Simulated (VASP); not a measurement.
# Si2Cl (P3m1) in VASP: a series of runs

Runs on Si2Cl. Level: PBE. Tasks: single point, relaxation of cell and atoms.

All numbers are computed with VASP 6.6.1; they aren't measurements. Logs are shortened: lines on timing, memory, paths and dates and some standing lists are left out, and cuts for length are marked.

### Step 1. The cell of the first run

It takes space group P3m1 (No. 156, trigonal). The conventional cell has a = 3.447 Å, b = 3.447 Å, c = 7.357 Å, α = 90.00°, β = 90.00°, γ = 120.00°. Within 2.7 Å of Si (site symmetry 3m) lie 1 Cl at 2.06 Å and 3 Si at 2.43 Å. Si (site symmetry 3m) has 3 Si at 2.43 Å within 3.2 Å. Cl (site symmetry 3m) has 1 Si at 2.06 Å within 2.7 Å.

### Step 2. Single point, PBE

Input file INCAR:

```
PREC = Accurate
ENCUT = 520
EDIFF = 1E-7
ISMEAR = 0
SIGMA = 0.1
LREAL = False
LASPH = True
NELM = 80
ALGO = Normal
ISIF = 2
LWAVE = False
LCHARG = False
GGA = PE
NBANDS = 14
```

Input file KPOINTS:

```
Automatic mesh
0
Gamma
  18 18 6
```

Input file POSCAR:

```
Si2Cl
1.0
    3.4470076278      0.0000000000      0.0000000000
   -1.7235038139      2.9851961727      0.0000000000
    0.0000000000      0.0000000000      7.3574369239
Si Cl
2 1
Direct
    0.3333333333      0.6666666667      0.9282429518
    0.6666666667      0.3333333333      0.7386680525
    0.3333333333      0.6666666667      0.2080889958
```

Potentials or basis: VASP PAW PBE potentials, release 64 (Si, Cl).

Launch:

```console
> cat potpaw_PBE.64/Si/POTCAR potpaw_PBE.64/Cl/POTCAR > POTCAR
> mpirun -np 1 vasp_std > vasp.out
```

OUTCAR:

```text
PREC = Accurate
   ENCUT = 520
   EDIFF = 1E-7
   ISMEAR = 0
   LREAL = False
   LASPH = True
   NELM = 80
   ISIF = 2
   GGA = PE

 ion  position               nearest neighbor table
   1  0.333  0.667  0.928-   3 2.06   2 2.43   2 2.43   2 2.43
   2  0.667  0.333  0.739-   1 2.43   1 2.43   1 2.43
   3  0.333  0.667  0.208-   1 2.06

  LATTYP: Found a hexagonal cell.
 ALAT       =     3.4470076278
 C/A-ratio  =     2.1344417299

  Lattice vectors:

 A1 = (   3.4470076278,   0.0000000000,   0.0000000000)
 A2 = (  -1.7235038139,   2.9851961727,   0.0000000000)
 A3 = (   0.0000000000,   0.0000000000,   7.3574369239)

Analysis of symmetry for initial positions (statically):
=====================================================================
 Subroutine PRICEL returns:
 Original cell was already a primitive cell.

 Routine SETGRP: Setting up the symmetry group for a
 hexagonal supercell.

 Subroutine GETGRP returns: Found  6 space group operations
 (whereof  6 operations were pure point group operations)
 out of a pool of 24 trial point group operations.

The static configuration has the point symmetry C_3v.

Analysis of symmetry for dynamics (positions and initial velocities):
=====================================================================
 Subroutine PRICEL returns:
 Original cell was already a primitive cell.

 Routine SETGRP: Setting up the symmetry group for a
 hexagonal supercell.

 Subroutine GETGRP returns: Found  6 space group operations
 (whereof  6 operations were pure point group operations)
 out of a pool of 24 trial point group operations.

The dynamic configuration has the point symmetry C_3v.

 Subroutine INISYM returns: Found  6 space group operations
 (whereof  6 operations are pure point group operations),
 and found     1 'primitive' translations

----------------------------------------------------------------------------------------

                                     Primitive cell

  volume of cell :      75.7080

  direct lattice vectors                    reciprocal lattice vectors
     3.447007628  0.000000000  0.000000000     0.290106698  0.167493180  0.000000000
    -1.723503814  2.985196173  0.000000000     0.000000000  0.334986360  0.000000000
     0.000000000  0.000000000  7.357436924     0.000000000  0.000000000  0.135916897

  length of vectors
     3.447007628  3.447007628  7.357436924     0.334986360  0.334986360  0.135916897

  position of ions in fractional coordinates (direct lattice)
     0.333333333  0.666666667  0.928242952
     0.666666667  0.333333333  0.738668053
     0.333333333  0.666666667  0.208088996

  ion indices of the primitive-cell ions
   primitive index   ion index
                 1           1
                 2           2
                 3           3

----------------------------------------------------------------------------------------

 KPOINTS: Automatic mesh

Automatic generation of k-mesh.
 Grid dimensions read from file:
 generate k-points for:   18   18    6

 Generating k-lattice:

  Cartesian coordinates                     Fractional coordinates (reciprocal lattice)
     0.016117039  0.009305177  0.000000000     0.055555556 -0.000000000  0.000000000
     0.000000000  0.018610353  0.000000000     0.000000000  0.055555556  0.000000000
     0.000000000  0.000000000  0.022652816     0.000000000  0.000000000  0.166666667

  Length of vectors
     0.018610353  0.018610353  0.022652816

  Shift w.r.t. Gamma in fractional coordinates (k-lattice)
     0.000000000  0.000000000  0.000000000

 Subroutine IBZKPT returns following result:
 ===========================================

 Found    202 irreducible k-points:

 Following reciprocal coordinates:
            Coordinates               Weight
  0.000000  0.000000  0.000000      1.000000
  0.055556 -0.000000  0.000000      6.000000
  0.111111 -0.000000  0.000000      6.000000
  0.166667  0.000000  0.000000      6.000000
  0.222222 -0.000000  0.000000      6.000000
  0.277778  0.000000  0.000000      6.000000
[... 16 lines left out ...]
  0.333333  0.111111  0.000000     12.000000
  0.388889  0.111111  0.000000     12.000000
 [... further k-points ...]
   k-points           NKPTS =    202   k-points in BZ     NKDIM =    202   number of bands    NBANDS=     14
   number of dos      NEDOS =    301   number of ions     NIONS =      3
   total plane-waves  NPLWV =  43904
   dimension x,y,z NGX =    28 NGY =   28 NGZ =   56
   dimension x,y,z NGXF=    56 NGYF=   56 NGZF=  112
   ions per type =               2   1
   NGX,Y,Z   is equivalent  to a cutoff of  13.50, 13.50, 12.65 a.u.
   NGXF,Y,Z  is equivalent  to a cutoff of  27.01, 27.01, 25.31 a.u.
 SYSTEM =  unknown system
   PREC   = accura    normal or accurate (medium, high low for compatibility)
   ISTART =      0    job   : 0-new  1-cont  2-samecut
   ICHARG =      2    charge: 1-file 2-atom 10-const
   ISPIN  =      1    spin polarized calculation?
   LNONCOLLINEAR =      F non collinear calculations
   LSORBIT =      F    spin-orbit coupling
   LASPH  =      T    aspherical Exc in radial PAW
   ENCUT  =  520.0 eV  38.22 Ry    6.18 a.u.   6.41  6.41 13.68*2*pi/ulx,y,z
   NELM   =     80;   NELMIN=  2; NELMDL= -5     # of ELM steps
   EDIFF  = 0.1E-06   stopping-criterion for ELM
   LREAL  =      F    real-space projection
   EDIFFG = 0.1E-05   stopping-criterion for IOM
   NSW    =      0    number of steps for IOM
   IBRION =     -1    ionic relax: 0-MD 1-quasi-New 2-CG
   NFREE  =      0    steps in history (QN), initial steepest desc. (CG)
   ISIF   =      2    stress and relaxation
   ISYM   =      2    0-nonsym 1-usesym 2-fastsym
   POTIM  = 0.5000    time-step for ionic-motion
   TEBEG  =    0.0;   TEEND  =   0.0 temperature during run
   PSTRESS=    0.0 pullay stress
   NELECT =      15.0000    total number of electrons
   NUPDOWN=      -1.0000    fix difference up-down
   EMIN   =  10.00;   EMAX   =-10.00  energy-range for DOS
   EFERMI =   0.00;   METHOD = LEGACY
   ISMEAR =     0;   SIGMA  =   0.10  broadening in eV -4-tet -1-fermi 0-gaus
   EFERMI_NEDOS =   21; number of points for ismear=-14 and -15
   IALGO  =     38    algorithm
   IMIX   =      4    mixing-type and parameters
     AMIX     =   0.40;   BMIX     =  1.00
     AMIX_MAG =   1.60;   BMIX_MAG =  1.00
  volume/ion in A,a.u.               =      25.24       170.30
  Fermi-wavevector in a.u.,A,eV,Ry     =   0.954387  1.803531 12.392939  0.910855
  Thomas-Fermi vector in A             =   2.083129
   LORBIT       =      0    0 simple, 1 ext, 2 COOP (PROOUT), +10 PAW based schemes
   GGA     = PE    functional components
   LHFCALC =     F    Hartree Fock is set to
   AEXX    =    0.0000 exact exchange contribution
   IVDW    =     0    specifies the selected vdW correction
   LEPSILON=     F    determine dielectric tensor
   LRPA    =     F    only Hartree local field effects (RPA)
 non-spin polarized calculation
 Gauss-broadening in eV      SIGMA  =   0.10
  energy-cutoff  :      520.00
  volume of cell :       75.71
 maximum number of plane-waves:      2060
 NGX is ok and might be reduce to    28
   NGX = 13   NGY = 13   NGZ = 27

 number of electron      15.0000000 magnetization

 Free energy of the ion-electron system (eV)
  ---------------------------------------------------
  ext. energy  EPLUGINS =         0.00000000
  ---------------------------------------------------
  free energy    TOTEN  =       -12.50074740 eV

  energy without entropy =      -12.49560305  energy(sigma->0) =      -12.49817522

 E-fermi :   2.6552     XC(G=0):  -8.3206

 val. band max:        2.6408899521   @ k =   0.3333   0.3333   0.1667
 cond. band min:       2.6692925456   @ k =   0.3333   0.2778   0.3333
 fundamental gap:      0.0284025935
 Fermi energy:         2.6551942476

 k-point     1 :       0.0000    0.0000    0.0000
  band No.  band energies     occupation
      1     -13.4041      2.00000
      2      -8.1614      2.00000
      3      -3.8009      2.00000
      4       0.5273      2.00000
      5       0.7146      2.00000
      6       0.7146      2.00000
      7       4.8153      0.00000
      8       4.8153      0.00000
      9       5.2052      0.00000
     10       7.8628      0.00000
     11       7.8628      0.00000
     12       8.4208      0.00000
     13      10.1564      0.00000
     14      11.8532      0.00000

 k-point     2 :       0.0556   -0.0000    0.0000
  band No.  band energies     occupation
      1     -13.3892      2.00000
      2      -8.1168      2.00000
      3      -3.7764      2.00000
      4       0.4788      2.00000
      5       0.6825      2.00000
      6       0.6934      2.00000
      7       4.3935      0.00000
      8       4.6835      0.00000
      9       5.2620      0.00000
     10       7.7529      0.00000
     11       8.0313      0.00000
     12       8.7532      0.00000
     13      10.2976      0.00000
     14      11.4487      0.00000

 k-point     3 :       0.1111   -0.0000    0.0000
  band No.  band energies     occupation
      1     -13.3456      2.00000
      2      -7.9833      2.00000
      3      -3.7052      2.00000
      4       0.2270      2.00000
      5       0.6334      2.00000
      6       0.7171      2.00000
      7       3.4724      0.00000
      8       4.3672      0.00000
      9       5.4118      0.00000
     10       7.3997      0.00000
     11       8.4249      0.00000
     12       9.4449      0.00000
     13      10.4719      0.00000
     14      10.9242      0.00000

 k-point     4 :       0.1667    0.0000    0.0000
  band No.  band energies     occupation
      1     -13.2776      2.00000
      2      -7.7621      2.00000
      3      -3.5949      2.00000
      4      -0.1803      2.00000
      5       0.5434      2.00000
      6       0.8216      2.00000
      7       2.4173      1.99923
      8       3.9895      0.00000
      9       5.6273      0.00000
     10       6.9441      0.00000
     11       8.8139      0.00000
     12       9.2966      0.00000
     13      10.5938      0.00000
     14      11.2283      0.00000

 k-point     5 :       0.2222   -0.0000    0.0000
  band No.  band energies     occupation
      1     -13.1919      2.00000
      2      -7.4557      2.00000
      3      -3.4602      2.00000
      4      -0.6588      2.00000
      5       0.4362      2.00000
      6       0.8953      2.00000
      7       1.4499      2.00000
      8       3.6236      0.00000
      9       5.8659      0.00000
     10       6.4864      0.00000
     11       8.4590      0.00000
[... 276 lines left out ...]
 k-point    22 :       0.2778    0.1111    0.0000
  band No.  band energies     occupation
      1     -12.9821      2.00000
      2      -6.4825      2.00000
      3      -3.2282      2.00000
      4      -1.5867      2.00000
      5      -0.5604      2.00000
      6       0.0261      2.00000
      7       1.5797      2.00000
      8       2.0813      2.00000
      9       5.7708      0.00000
     10       6.9289      0.00000
     11       7.7570      0.00000
     12       8.2312      0.00000
     13      10.5066      0.00000
     14      11.4307      0.00000

 k-point    23 :       0.3333    0.1111    0.0000
  band No.  band energies     occupation
      1     -12.9096      2.00000
      2      -5.9733      2.00000
      3      -3.3354      2.00000
      4      -1.9333      2.00000
      5      -1.0752      2.00000
      6      -0.1225      2.00000
      7       1.6975      2.00000
      8       2.0012      2.00000
      9       5.2449      0.00000
     10       7.0521      0.00000
     11       7.5168      0.00000
     12       8.2413      0.00000
     13      10.1740      0.00000
     14      11.2779      0.00000

 k-point    24 :       0.3889    0.1111    0.0000
  band No.  band energies     occupation
      1     -12.8612      2.00000
      2      -5.4711      2.00000
      3      -3.6601      2.00000
      4      -2.0978      2.00000
      5      -1.3785      2.00000
      6      -0.2078      2.00000
      7       1.6386      2.00000
      8       2.1563      2.00000
      9       4.8129      0.00000
     10       7.0741      0.00000
     11       7.4333      0.00000
     12       8.3871      0.00000
     13       9.8478      0.00000
     14      11.1555      0.00000

 [... further k-points ...]

------------------------ aborting loop because EDIFF is reached ----------------------------------------

  FORCE on cell =-STRESS in cart. coord.  units (eV):
  Direction    XX          YY          ZZ          XY          YZ          ZX
  --------------------------------------------------------------------------------------
  -------------------------------------------------------------------------------------
  Total       -0.0318317     -0.0318317     -0.1339974      0.0000000      0.0000000      0.0000000
  in kB       -0.6736420     -0.6736420     -2.8357317      0.0000000      0.0000000      0.0000000
  external PRESSURE =      -1.3943386 kB  Pullay stress =       0.0000000 kB

 VOLUME and BASIS-vectors are now :
 -----------------------------------------------------------------------------
  energy-cutoff  :      520.00
  volume of cell :       75.71
      direct lattice vectors                 reciprocal lattice vectors
     3.447007628  0.000000000  0.000000000     0.290106698  0.167493180  0.000000000
    -1.723503814  2.985196173  0.000000000     0.000000000  0.334986360  0.000000000
     0.000000000  0.000000000  7.357436924     0.000000000  0.000000000  0.135916897

 POSITION                                       TOTAL-FORCE (eV/Angst)
 -----------------------------------------------------------------------------------
     -0.00000      1.99013      6.82949         0.000000      0.000000      0.048712
      1.72350      0.99507      5.43470         0.000000     -0.000000      0.006174
     -0.00000      1.99013      1.53100        -0.000000     -0.000000     -0.054886
 -----------------------------------------------------------------------------------
    total drift:                                0.000000      0.000000      0.000241

  FREE ENERGIE OF THE ION-ELECTRON SYSTEM (eV)
  ---------------------------------------------------
  free  energy   TOTEN  =       -12.5007473979 eV

  energy  without entropy=      -12.4956030501  energy(sigma->0) =      -12.49817522
```

Run time: 3.1 min. Hardware: 1 thread of AMD EPYC 9R45 (Zen 5), shared host; peak memory 0.29 GiB.

What came out:

| Property | Result |
| --- | --- |
| Free energy | -12.5007 eV |
| Pressure | -0.1 GPa |
| Largest force | 0.055 eV/Å |

Forces in eV/Å, atoms in the order of the input:
```
Si   0.000  0.000  0.049
Si   0.000  0.000  0.006
Cl   0.000  0.000 -0.055
```

Caveat: an odd number of electrons without spin polarisation forces a metal; a magnetic or distorted state may lie lower.

### Step 3. Relaxation of cell and atoms, PBE

This run uses another cell than the first one, of 25.59 Å³/atom, 1.014 times its volume.

Input file INCAR:

```
SYSTEM = Si2Cl
PREC = Accurate
ENCUT = 600
EDIFF = 1E-6
ISMEAR = 0
SIGMA = 0.1
LREAL = .FALSE.
LASPH = .TRUE.
NELM = 80
ALGO = Normal
ISIF = 3
LWAVE = .FALSE.
LCHARG = .FALSE.
GGA = PE
IBRION = 2
NSW = 100
EDIFFG = -0.01
```

Input file KPOINTS:

```
Automatic mesh
0
G
  18 18 6
  0 0 0
```

Input file POSCAR:

```
Si2Cl
1.0
    3.4735527094      0.0000000000      0.0000000000
   -1.7367763547      3.0081848877      0.0000000000
    0.0000000000      0.0000000000      7.3479088484
Si Cl
2 1
Direct
    0.3333333333      0.6666666667      0.9265217415
    0.6666666667      0.3333333333      0.7416505074
    0.3333333333      0.6666666667      0.2068277511
```

Potentials or basis: VASP PAW PBE potentials, release 64 (Si, Cl).

Launch:

```console
> cat potpaw_PBE.64/Si/POTCAR potpaw_PBE.64/Cl/POTCAR > POTCAR
> mpirun -np 1 vasp_std > vasp.out
```

Wall time 13 min (1 thread of AMD EPYC 9R45 (Zen 5), shared host); peak memory 0.32 GiB.

It converged, with:

```
Free energy                            : -12.5012 eV
Relaxed volume                         : 25.33 Å³/atom
Relaxed cell                           : a = 3.447 Å, b = 3.447 Å, c = 7.386 Å, α = 90.00°, β = 90.00°, γ = 120.00°
Space group after relaxing (to 0.05 Å) : P3m1 (No. 156)
Energy gained by relaxing              : 0.7 meV/atom
Ionic steps                            : 10
Pressure after relaxing                : 0.0 GPa
Largest force after relaxing           : 0.006 eV/Å
```

Forces on the atoms (eV/Å):
```
Si   0.000  0.000  0.006
Si   0.000  0.000 -0.006
Cl   0.000  0.000  0.000
```

The path:
| step | energy change (eV) | largest force (eV/Å) | pressure (GPa) | volume (Å³) |
| --- | --- | --- | --- | --- |
| 1 | 0.0000 | 0.0962 | -0.08 | 76.78 |
| 2 | -0.0004 | 0.0650 | 0.02 | 76.63 |
| 3 | -0.0004 | 0.0759 | 0.02 | 76.61 |
| 4 | -0.0007 | 0.0716 | 0.01 | 76.57 |
| 5 | -0.0014 | 0.0548 | -0.05 | 76.43 |
| 6 | -0.0016 | 0.0878 | -0.16 | 76.14 |
| 7 | -0.0017 | 0.0684 | -0.12 | 76.26 |
| 8 | -0.0019 | 0.0122 | -0.10 | 76.15 |
| 9 | -0.0019 | 0.0234 | -0.11 | 76.12 |
| 10 | -0.0020 | 0.0063 | -0.03 | 76.00 |

Final structure:
```yaml
crystal:
  lattice:
    - [3.44689, 0.00000, 0.00000]
    - [-1.72344, 2.98509, 0.00000]
    - [0.00000, 0.00000, 7.38608]
  atoms:
    - { symbol: Si, position: [0.33333, 0.66667, 0.92844] }
    - { symbol: Si, position: [0.66667, 0.33333, 0.73980] }
    - { symbol: Cl, position: [0.33333, 0.66667, 0.20676] }
```

Levels at points of the mesh, in eV from the Fermi level:
```tsv
k point	band 4	band 5	band 6	band 7	band 8	band 9	band 10	band 11
(0.00, 0.00, 0.00)	-2.14	-1.96	-1.96	2.16	2.16	2.56	5.21	5.21
(0.50, 0.00, 0.00)	-4.85	-4.21	-2.60	-0.58	0.05	1.88	3.07	5.19
(0.00, 0.00, 0.50)	-2.79	-1.96	-1.96	2.15	2.15	3.92	5.22	5.22
(0.50, 0.00, 0.50)	-4.76	-4.27	-2.59	-0.45	0.03	1.57	3.03	4.89
```

Caveat: an odd number of electrons without spin polarisation forces a metal; a magnetic or distorted state may lie lower.

(Continued in part 2 of 3.)
